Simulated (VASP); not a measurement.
Here is a VASP 6.6.1 calculation.

Contents of POSCAR:

```
PtSe2
1.0
    3.6479786689      0.0000000000      0.0000000000
   -1.8239893344      3.1592421997      0.0000000000
    0.0000000000      0.0000000000      4.9586648823
Pt Se
1 2
Direct
    0.0000000000      0.0000000000      0.0000000000
    0.6666666667      0.3333333333      0.7500000000
    0.3333333333      0.6666666667      0.2500000000
```

INCAR.step1

```
PREC     = Accurate       # precision mode
ENCUT    = 520            # plane-wave cutoff, eV
ISMEAR   = -1             # smearing method
SIGMA    = 0.05           # smearing width, eV
LREAL    = False          # projectors in reciprocal space
LASPH    = True           # aspherical terms in the spheres
NELM     = 80             # most SCF steps
NBANDS   = 18             # bands
GGA      = PE             # functional
ALGO     = Normal         # electronic algorithm
EDIFF    = 1E-4           # SCF threshold, eV
LWAVE    = True           # write WAVECAR
LCHARG   = False          # write CHGCAR
```

File INCAR.step2:

```
PREC     = Accurate       # precision mode
ENCUT    = 520            # plane-wave cutoff, eV
EDIFF    = 1E-6           # SCF threshold, eV
ISMEAR   = -1             # smearing method
SIGMA    = 0.05           # smearing width, eV
LREAL    = False          # projectors in reciprocal space
LASPH    = True           # aspherical terms in the spheres
NELM     = 80             # most SCF steps
ALGO     = Normal         # electronic algorithm
ISIF     = 2              # what is computed and relaxed
LWAVE    = False          # write WAVECAR
LCHARG   = False          # write CHGCAR
METAGGA  = R2SCAN         # meta-GGA
LMIXTAU  = True         
LUSE_VDW = True         
IVDW_NL  = 2            
BPARAM   = 11.95        
CPARAM   = 0.0093       
NBANDS   = 18             # bands
ISTART   = 1
```

KPOINTS

```
regular mesh
0
Gamma
  8 8 5
```

Potentials or basis: VASP PAW PBE potentials, release 64 (Pt, Se).

Command:

```bash
$ cat potpaw_PBE.64/Pt/POTCAR potpaw_PBE.64/Se/POTCAR > POTCAR
$ cp INCAR.step1 INCAR
$ mpirun -np 1 vasp_std > vasp.out
$ cp INCAR.step2 INCAR
$ mpirun -np 1 vasp_std > vasp.out
```

(1) Estimate the pressure.

(2) What does it give for the largest force?

Results:

(1) 14.5 GPa.

(2) 1.327 eV/Å.

Caveat: the cell stands under pressure; the PAW data sets were made with another functional, which shifts forces and pressure a little.
